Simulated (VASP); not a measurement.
# Al (Fm-3m) in VASP: single point with PBEsol

Aim: the single point of Al with PBEsol.

Program: VASP 6.6.1. These are calculated values, not measurements. Logs are shortened: lines on timing, memory, paths and dates and some standing lists are left out, and cuts for length are marked.

**1. The cell of the first run**

Symmetry: Fm-3m, No. 225, cubic system. The conventional cell has a = 4.020 Å, b = 4.020 Å, c = 4.020 Å, α = 90.00°, β = 90.00°, γ = 90.00°. Al (site symmetry m-3m) has 12 Al at 2.84 Å within 3.7 Å.

**2. Single point, PBEsol**

Input file INCAR:

```
PREC     = Accurate       # precision mode
ENCUT    = 500            # plane-wave cutoff, eV
EDIFF    = 1E-6           # SCF threshold, eV
ISMEAR   = 0              # smearing method
SIGMA    = 0.1            # smearing width, eV
LREAL    = False          # projectors in reciprocal space
LASPH    = True           # aspherical terms in the spheres
NELM     = 120            # most SCF steps
ALGO     = Normal         # electronic algorithm
ISIF     = 2              # what is computed and relaxed
LWAVE    = False          # write WAVECAR
LCHARG   = False          # write CHGCAR
GGA      = PS             # functional
NBANDS   = 8              # bands
GGA_COMPAT= False
```

Input file KPOINTS:

```
Automatic mesh
0
Gamma
  8 8 8
```

Input file POSCAR:

```
Al
1.0
    0.0000000000      2.0100000000      2.0100000000
    2.0100000000      0.0000000000      2.0100000000
    2.0100000000      2.0100000000      0.0000000000
Al
1
Direct
    0.0000000000      0.0000000000      0.0000000000
```

Potentials or basis: VASP PAW PBE potentials, release 64 (Al).

Launch:

```
cat potpaw_PBE.64/Al/POTCAR > POTCAR
mpirun -np 1 vasp_std > vasp.out
```

OUTCAR:

```text
PREC = Accurate
   ENCUT = 500
   EDIFF = 1E-6
   ISMEAR = 0
   LREAL = False
   LASPH = True
   NELM = 120
   ISIF = 2
   GGA = PS

 ion  position               nearest neighbor table
   1  0.000  0.000  0.000-

  LATTYP: Found a face centered cubic cell.
 ALAT       =     4.0200000000

  Lattice vectors:

 A1 = (   0.0000000000,   2.0100000000,   2.0100000000)
 A2 = (   2.0100000000,   0.0000000000,   2.0100000000)
 A3 = (   2.0100000000,   2.0100000000,   0.0000000000)

Analysis of symmetry for initial positions (statically):
=====================================================================
 Subroutine PRICEL returns:
 Original cell was already a primitive cell.

 Routine SETGRP: Setting up the symmetry group for a
 face centered cubic supercell.

 Subroutine GETGRP returns: Found 48 space group operations
 (whereof 48 operations were pure point group operations)
 out of a pool of 48 trial point group operations.

The static configuration has the point symmetry O_h .

Analysis of symmetry for dynamics (positions and initial velocities):
=====================================================================
 Subroutine PRICEL returns:
 Original cell was already a primitive cell.

 Routine SETGRP: Setting up the symmetry group for a
 face centered cubic supercell.

 Subroutine GETGRP returns: Found 48 space group operations
 (whereof 48 operations were pure point group operations)
 out of a pool of 48 trial point group operations.

The dynamic configuration has the point symmetry O_h .

 Subroutine INISYM returns: Found 48 space group operations
 (whereof 48 operations are pure point group operations),
 and found     1 'primitive' translations

----------------------------------------------------------------------------------------

                                     Primitive cell

  volume of cell :      16.2412

  direct lattice vectors                    reciprocal lattice vectors
     0.000000000  2.010000000  2.010000000    -0.248756219  0.248756219  0.248756219
     2.010000000  0.000000000  2.010000000     0.248756219 -0.248756219  0.248756219
     2.010000000  2.010000000  0.000000000     0.248756219  0.248756219 -0.248756219

  length of vectors
     2.842569260  2.842569260  2.842569260     0.430858410  0.430858410  0.430858410

  position of ions in fractional coordinates (direct lattice)
     0.000000000  0.000000000  0.000000000

  ion indices of the primitive-cell ions
   primitive index   ion index
                 1           1

----------------------------------------------------------------------------------------

 KPOINTS: Automatic mesh

Automatic generation of k-mesh.
 Grid dimensions read from file:
 generate k-points for:    8    8    8

 Generating k-lattice:

  Cartesian coordinates                     Fractional coordinates (reciprocal lattice)
    -0.031094527  0.031094527  0.031094527     0.125000000  0.000000000  0.000000000
     0.031094527 -0.031094527  0.031094527     0.000000000  0.125000000  0.000000000
     0.031094527  0.031094527 -0.031094527     0.000000000  0.000000000  0.125000000

  Length of vectors
     0.053857301  0.053857301  0.053857301

  Shift w.r.t. Gamma in fractional coordinates (k-lattice)
     0.000000000  0.000000000  0.000000000

 Subroutine IBZKPT returns following result:
 ===========================================

 Found     29 irreducible k-points:

 Following reciprocal coordinates:
            Coordinates               Weight
  0.000000  0.000000  0.000000      1.000000
  0.125000  0.000000  0.000000      8.000000
  0.250000  0.000000  0.000000      8.000000
  0.375000  0.000000  0.000000      8.000000
  0.500000  0.000000  0.000000      4.000000
  0.125000  0.125000  0.000000      6.000000
[... 16 lines left out ...]
  0.500000  0.250000  0.125000     48.000000
 -0.375000  0.250000  0.125000     24.000000
 [... further k-points ...]
   k-points           NKPTS =     29   k-points in BZ     NKDIM =     29   number of bands    NBANDS=      8
   number of dos      NEDOS =    301   number of ions     NIONS =      1
   total plane-waves  NPLWV =  13824
   dimension x,y,z NGX =    24 NGY =   24 NGZ =   24
   dimension x,y,z NGXF=    48 NGYF=   48 NGZF=   48
   ions per type =               1
   NGX,Y,Z   is equivalent  to a cutoff of  14.04, 14.04, 14.04 a.u.
   NGXF,Y,Z  is equivalent  to a cutoff of  28.07, 28.07, 28.07 a.u.
 SYSTEM =  unknown system
   PREC   = accura    normal or accurate (medium, high low for compatibility)
   ISTART =      0    job   : 0-new  1-cont  2-samecut
   ICHARG =      2    charge: 1-file 2-atom 10-const
   ISPIN  =      1    spin polarized calculation?
   LNONCOLLINEAR =      F non collinear calculations
   LSORBIT =      F    spin-orbit coupling
   LASPH  =      T    aspherical Exc in radial PAW
   ENCUT  =  500.0 eV  36.75 Ry    6.06 a.u.   5.18  5.18  5.18*2*pi/ulx,y,z
   NELM   =    120;   NELMIN=  2; NELMDL= -5     # of ELM steps
   EDIFF  = 0.1E-05   stopping-criterion for ELM
   LREAL  =      F    real-space projection
   EDIFFG = 0.1E-04   stopping-criterion for IOM
   NSW    =      0    number of steps for IOM
   IBRION =     -1    ionic relax: 0-MD 1-quasi-New 2-CG
   NFREE  =      0    steps in history (QN), initial steepest desc. (CG)
   ISIF   =      2    stress and relaxation
   ISYM   =      2    0-nonsym 1-usesym 2-fastsym
   POTIM  = 0.5000    time-step for ionic-motion
   TEBEG  =    0.0;   TEEND  =   0.0 temperature during run
   PSTRESS=    0.0 pullay stress
   NELECT =       3.0000    total number of electrons
   NUPDOWN=      -1.0000    fix difference up-down
   EMIN   =  10.00;   EMAX   =-10.00  energy-range for DOS
   EFERMI =   0.00;   METHOD = LEGACY
   ISMEAR =     0;   SIGMA  =   0.10  broadening in eV -4-tet -1-fermi 0-gaus
   EFERMI_NEDOS =   21; number of points for ismear=-14 and -15
   IALGO  =     38    algorithm
   IMIX   =      4    mixing-type and parameters
     AMIX     =   0.40;   BMIX     =  1.00
     AMIX_MAG =   1.60;   BMIX_MAG =  1.00
  volume/ion in A,a.u.               =      16.24       109.60
  Fermi-wavevector in a.u.,A,eV,Ry     =   0.932343  1.761873 11.827055  0.869264
  Thomas-Fermi vector in A             =   2.058931
   LORBIT       =      0    0 simple, 1 ext, 2 COOP (PROOUT), +10 PAW based schemes
   GGA     = PS    functional components
   LHFCALC =     F    Hartree Fock is set to
   AEXX    =    0.0000 exact exchange contribution
   IVDW    =     0    specifies the selected vdW correction
   LEPSILON=     F    determine dielectric tensor
   LRPA    =     F    only Hartree local field effects (RPA)
 non-spin polarized calculation
 Gauss-broadening in eV      SIGMA  =   0.10
  energy-cutoff  :      500.00
  volume of cell :       16.24
 maximum number of plane-waves:       428
 NGX is ok and might be reduce to    24
   NGX = 11   NGY = 11   NGZ = 11

 number of electron       3.0000000 magnetization

 Free energy of the ion-electron system (eV)
  ---------------------------------------------------
  ext. energy  EPLUGINS =         0.00000000
  ---------------------------------------------------
  free energy    TOTEN  =        -4.08727059 eV

  energy without entropy =       -4.08412378  energy(sigma->0) =       -4.08569719

 E-fermi :   8.1685     XC(G=0): -10.3137

 val. band max:        7.7774921436   @ k =  -0.2500   0.3750   0.1250
 cond. band min:       8.2408390288   @ k =  -0.2500   0.5000   0.2500
 fundamental gap:      0.4633468852
 Fermi energy:         8.1684906402

 k-point     1 :       0.0000    0.0000    0.0000
  band No.  band energies     occupation
      1      -3.1230      2.00000
      2      20.7999      0.00000
      3      20.7999      0.00000
      4      20.7999      0.00000
      5      22.4112      0.00000
      6      22.4112      0.00000
      7      22.4112      0.00000
      8      24.7186      0.00000

 k-point     2 :       0.1250    0.0000    0.0000
  band No.  band energies     occupation
      1      -2.6943      2.00000
      2      16.4957      0.00000
      3      19.8826      0.00000
      4      19.8826      0.00000
      5      22.9859      0.00000
      6      23.9403      0.00000
      7      23.9403      0.00000
      8      25.8892      0.00000

 k-point     3 :       0.2500    0.0000    0.0000
  band No.  band energies     occupation
      1      -1.4164      2.00000
      2      11.5825      0.00000
      3      19.1202      0.00000
      4      19.1202      0.00000
      5      22.6129      0.00000
      6      22.9981      0.00000
      7      22.9981      0.00000
      8      27.0514      0.00000

 k-point     4 :       0.3750    0.0000    0.0000
  band No.  band energies     occupation
      1       0.6878      2.00000
      2       7.2414      2.00000
      3      19.0304      0.00000
      4      19.0304      0.00000
      5      20.9903      0.00000
      6      20.9903      0.00000
      7      22.6788      0.00000
      8      24.9770      0.00000

 k-point     5 :       0.5000    0.0000    0.0000
  band No.  band energies     occupation
      1       3.4584      2.00000
      2       3.7202      2.00000
      3      19.6233      0.00000
      4      19.6233      0.00000
      5      19.6815      0.00000
      6      19.6815      0.00000
      7      23.3365      0.00000
      8      23.5969      0.00000
[... 177 lines left out ...]
 k-point    22 :       0.3750    0.2500    0.1250
  band No.  band energies     occupation
      1      -0.2904      2.00000
      2      11.9834      0.00000
      3      13.4353      0.00000
      4      16.9824      0.00000
      5      20.3440      0.00000
      6      22.2042      0.00000
      7      25.2082      0.00000
      8      28.5898      0.00000

 k-point    23 :       0.5000    0.2500    0.1250
  band No.  band energies     occupation
      1       1.7953      2.00000
      2       8.2493      0.25338
      3      12.7363      0.00000
      4      14.8333      0.00000
      5      21.0006      0.00000
      6      23.1143      0.00000
      7      25.2743      0.00000
      8      29.2791      0.00000

 k-point    24 :      -0.3750    0.2500    0.1250
  band No.  band energies     occupation
      1       4.5140      2.00000
      2       4.8214      2.00000
      3      13.1015      0.00000
      4      13.6615      0.00000
      5      21.5534      0.00000
      6      21.9509      0.00000
      7      28.6217      0.00000
      8      28.8998      0.00000

 [... further k-points ...]

------------------------ aborting loop because EDIFF is reached ----------------------------------------

  FORCE on cell =-STRESS in cart. coord.  units (eV):
  Direction    XX          YY          ZZ          XY          YZ          ZX
  --------------------------------------------------------------------------------------
  -------------------------------------------------------------------------------------
  Total       -0.0094350     -0.0094350     -0.0094350      0.0000000     -0.0000000      0.0000000
  in kB       -0.9307490     -0.9307490     -0.9307490      0.0000000     -0.0000000      0.0000000
  external PRESSURE =      -0.9307490 kB  Pullay stress =       0.0000000 kB

 VOLUME and BASIS-vectors are now :
 -----------------------------------------------------------------------------
  energy-cutoff  :      500.00
  volume of cell :       16.24
      direct lattice vectors                 reciprocal lattice vectors
     0.000000000  2.010000000  2.010000000    -0.248756219  0.248756219  0.248756219
     2.010000000  0.000000000  2.010000000     0.248756219 -0.248756219  0.248756219
     2.010000000  2.010000000  0.000000000     0.248756219  0.248756219 -0.248756219

 POSITION                                       TOTAL-FORCE (eV/Angst)
 -----------------------------------------------------------------------------------
      0.00000      0.00000      0.00000         0.000000      0.000000      0.000000
 -----------------------------------------------------------------------------------
    total drift:                               -0.000000     -0.000000      0.000000

  FREE ENERGIE OF THE ION-ELECTRON SYSTEM (eV)
  ---------------------------------------------------
  free  energy   TOTEN  =        -4.0872705931 eV

  energy  without entropy=       -4.0841237830  energy(sigma->0) =       -4.08569719
```

Run time: 3 s. Hardware: 1 thread of Intel Xeon Platinum 8259CL at 2.50GHz (Skylake/Cascade Lake), shared host; peak memory 0.13 GiB.

What came out:

```
Free energy : -4.0873 eV
Pressure    : -0.1 GPa
```

Caveat: the PAW data sets were made with another functional, which shifts forces and pressure a little.
